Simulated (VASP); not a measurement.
Input of a VASP 6.6.1 run:

File INCAR:

```
PREC = Accurate
ENCUT = 600
EDIFF = 1E-7
ISMEAR = 0
SIGMA = 0.1
LREAL = F
LASPH = T
NELM = 100
ALGO = Fast
ISIF = 3
LWAVE = F
LCHARG = F
GGA = PE
IBRION = 2
NSW = 100
EDIFFG = -0.01
```

File KPOINTS:

```
Automatic mesh
0
Gamma
  28 28 28
```

The input POSCAR:

```
Co
1.0
   -1.3817566201      1.3817566201      1.3817566201
    1.3817566201     -1.3817566201      1.3817566201
    1.3817566201      1.3817566201     -1.3817566201
Co
1
Direct
    0.0000000000      0.0000000000      0.0000000000
```

Potentials or basis: VASP PAW PBE potentials, release 64 (Co).

Command:

```bash
$ cat potpaw_PBE.64/Co/POTCAR > POTCAR
$ mpirun -np 1 vasp_std > vasp.out
```

Estimate the band gap on the k mesh.

zero (an odd number of electrons rules out a gap without spin polarisation).

Predict the space group after relaxing (to 0.1 Å).

Im-3m (No. 229).

Predict the relaxed volume.

10.50 Å³/atom.

Estimate the relaxed cell.

a = 2.389 Å, b = 2.389 Å, c = 2.389 Å, α = 109.47°, β = 109.47°, γ = 109.47°.

Final structure:
```
CELL_PARAMETERS angstrom
-1.37931 1.37931 1.37931
1.37931 -1.37931 1.37931
1.37931 1.37931 -1.37931
ATOMIC_POSITIONS crystal
Co 0.00000 0.00000 0.00000
```

Caveat: the run has no spin polarisation, though such a crystal can be magnetic. Spin polarisation is off, so any magnetic state and its effect on volume and gap are missing.
